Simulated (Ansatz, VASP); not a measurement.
**One calculation of TaAs, two programs**

Contents of INCAR:

```
SYSTEM = TaAs
PREC     = Accurate       ! precision mode
ENCUT    = 600            ! plane-wave cutoff, eV
EDIFF    = 1E-6           ! SCF threshold, eV
ISMEAR   = 0              ! smearing method
SIGMA    = 0.1            ! smearing width, eV
LREAL    = .FALSE.        ! projectors in reciprocal space
LASPH    = .TRUE.         ! aspherical terms in the spheres
NELM     = 80             ! most SCF steps
ALGO     = Normal         ! electronic algorithm
ISIF     = 3              ! what is computed and relaxed
LWAVE    = .FALSE.        ! write WAVECAR
LCHARG   = .FALSE.        ! write CHGCAR
GGA      = PE             ! functional
IBRION   = 2              ! ionic algorithm
NSW      = 80             ! ionic steps
EDIFFG   = -0.05          ! ionic threshold
```

KPOINTS

```
Automatic mesh
0
G
  6 6 6
  0 0 0
```

Contents of POSCAR:

```
TaAs
1.0
    5.9473709825      0.0000000000      0.0000000000
   -2.9736854913      5.1505743566      0.0000000000
    0.0000000000      0.0000000000      3.3013838738
Ta As
3 3
Direct
    0.0000000000      0.0000000000      0.0000000000
    0.3333333333      0.6666666667      0.5000000000
    0.6666666667      0.3333333333      0.5000000000
    0.5000000000      0.0000000000      0.0000000000
    0.5000000000      0.5000000000      0.0000000000
    0.0000000000      0.5000000000      0.0000000000
```

Input for Ansatz:

```yaml
crystal:
  lattice:
    - [5.9473709825, 0.0, 0.0]
    - [-2.9736854913, 5.1505743566, 0.0]
    - [0.0, 0.0, 3.3013838738]
  atoms:
    - { symbol: Ta, position: [0.0, 0.0, 0.0] }
    - { symbol: Ta, position: [0.3333333333, 0.6666666667, 0.5] }
    - { symbol: Ta, position: [0.6666666667, 0.3333333333, 0.5] }
    - { symbol: As, position: [0.5, 0.0, 0.0] }
    - { symbol: As, position: [0.5, 0.5, 0.0] }
    - { symbol: As, position: [0.0, 0.5, 0.0] }
basis:
  ecutwfc: 420
kpoints:
  mp_grid: { grid: [6, 6, 6] }
hamiltonian:
  xc: pbe
scf:
  occupations: { method: gaussian, width: 0.1 }
output:
  forces: true
  stress: true
  eigenvalues: true
relax:
  adjacent_minimum: "off"
  f_tol: 0.05
  max_steps: 60
  cell: { stress_tol: 0.5 }
```

Alike in both runs: task relaxation of cell and atoms; functional PBE; k mesh 6 × 6 × 6; occupations gaussian, width 0.1 eV; no spin polarisation.

|  | VASP | Ansatz |
| --- | --- | --- |
| version | VASP 6.6.1 | Ansatz 0.2.0 |
| potentials or method | VASP PAW PBE potentials, release 64 (Ta_pv, As), cutoff 600 eV | scalar-relativistic, plane waves, PAW |
| valence electrons in the cell | 48 | 84 |

Ansatz gave:

| Item | Value |
| --- | --- |
| gap on the k mesh at the Fermi level, each at its own relaxed structure (eV) | none |
| relaxed volume (Å³/atom) | 20.24 |
| relaxed cell length with the largest relative difference (Å) | 6.246 |

Question: Which values does VASP return?

Answer: gap on the k mesh at the Fermi level, each at its own relaxed structure (eV): none; relaxed volume (Å³/atom): 20.34; relaxed cell length with the largest relative difference (Å): 6.271.

A gap of «none» marks a metal or a gap that the smearing closes. VASP's potentials hold 48 valence electrons a cell and Ansatz's 84, so a difference there can come from the potentials and not from the codes.

Spin-orbit coupling is off throughout. Noted on VASP's run: the volume moved by over 15 % at a fixed basis, so the end points are rough.
